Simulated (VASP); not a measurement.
Input of a VASP 6.6.1 run:

INCAR

```
SYSTEM = NiO
PREC = Accurate
ENCUT = 520
EDIFF = 1E-6
ISMEAR = -1
SIGMA = 0.05
LREAL = .FALSE.
LASPH = .TRUE.
NELM = 150
ALGO = Normal
ISIF = 2
LWAVE = .FALSE.
LCHARG = .FALSE.
ISPIN = 2
MAGMOM = 1 0
LORBIT = 11
LMAXMIX = 4
LDAU = .TRUE.
LDAUTYPE = 2
LDAUL = 2 -1
LDAUU = 4 0
LDAUJ = 0 0
LDAUPRINT = 1
NBANDS = 19
```

Contents of KPOINTS:

```
regular mesh
0
G
  11 11 11
  0 0 0
```

POSCAR

```
NiO
1.0
    0.0000000000      2.0859016414      2.0859016414
    2.0859016414      0.0000000000      2.0859016414
    2.0859016414      2.0859016414      0.0000000000
Ni O
1 1
Direct
    0.0000000000      0.0000000000      0.0000000000
    0.5000000000      0.5000000000      0.5000000000
```

Potentials or basis: VASP PAW LDA potentials, release 64 (Ni, O).

Run with:

```console
$ cat potpaw_LDA.64/Ni/POTCAR potpaw_LDA.64/O/POTCAR > POTCAR
$ mpirun -np 1 vasp_std > vasp.out
```

Task: What does it give for the pressure?

Result: -13.3 GPa.

Task: Predict the band gap on the k mesh.

Result: 0.69 eV (least direct gap 1.53 eV).

Task: Predict the site moments.

Result: Ni +1.70; O +0.27 μB.

Eigenvalues of the final occupation matrices:
```csv
site,spin,trace,eigenvalues
site 1 d,1,4.98,0.98 0.98 0.98 1.03 1.03
site 1 d,2,3.30,0.19 0.19 0.97 0.97 0.97
```

Caveat: the cell stands under tension; an odd mesh through Γ misses points on the zone boundary, where band edges can lie; a cell with one magnetic atom can't hold antiferromagnetic order, which such compounds often take. The state reached can hang on the start; a lower one may exist.
